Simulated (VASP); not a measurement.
Crystal: InGaTe3.

```xyz
5
Lattice="5.6489 0.0000 0.0000 0.0000 5.6489 0.0000 0.0000 0.0000 5.6489" Properties=species:S:1:pos:R:3 pbc="T T T"
In    2.8244    2.8244    2.8244
Ga    0.0000    0.0000    0.0000
Te    2.8244    0.0000    0.0000
Te    0.0000    2.8244    0.0000
Te    0.0000    0.0000    2.8244
```

```yaml
Program: VASP 6.6.1
Task: relaxation of cell and atoms
Functional: PBE
Potentials_or_basis: VASP PAW PBE potentials, release 64 (In_d, Ga_d, Te)
Cutoff: 600 eV
k_mesh: 4 × 4 × 4
Occupations: gaussian, width 0.1 eV
Spin: no spin polarisation
```

At the start: pressure -2.3 GPa; volume 36.05 Å³/atom.

Task: How do energy, volume and symmetry change on relaxing?

Result: Over 3 steps the energy falls by 24.9 meV/atom and the volume is 32.94 Å³/atom (-8.6 %); space group Pm-3m (No. 221, to 0.05 Å).

Step by step:
| step | energy change (eV) | largest force (eV/Å) | pressure (GPa) | volume (Å³) |
| --- | --- | --- | --- | --- |
| 1 | 0.0000 | 0.0000 | -2.35 | 180.25 |
| 2 | -0.1220 | 0.0000 | -0.41 | 166.82 |
| 3 | -0.1247 | 0.0000 | 0.00 | 164.71 |

Final structure:
```
In Ga Te
1.0
     5.48160    0.00000    0.00000
     0.00000    5.48160    0.00000
     0.00000    0.00000    5.48160
In Ga Te
1 1 3
Cartesian
  2.7408 2.7408 2.7408
  0.0000 0.0000 0.0000
  2.7408 0.0000 0.0000
  0.0000 2.7408 0.0000
  0.0000 0.0000 2.7408
```
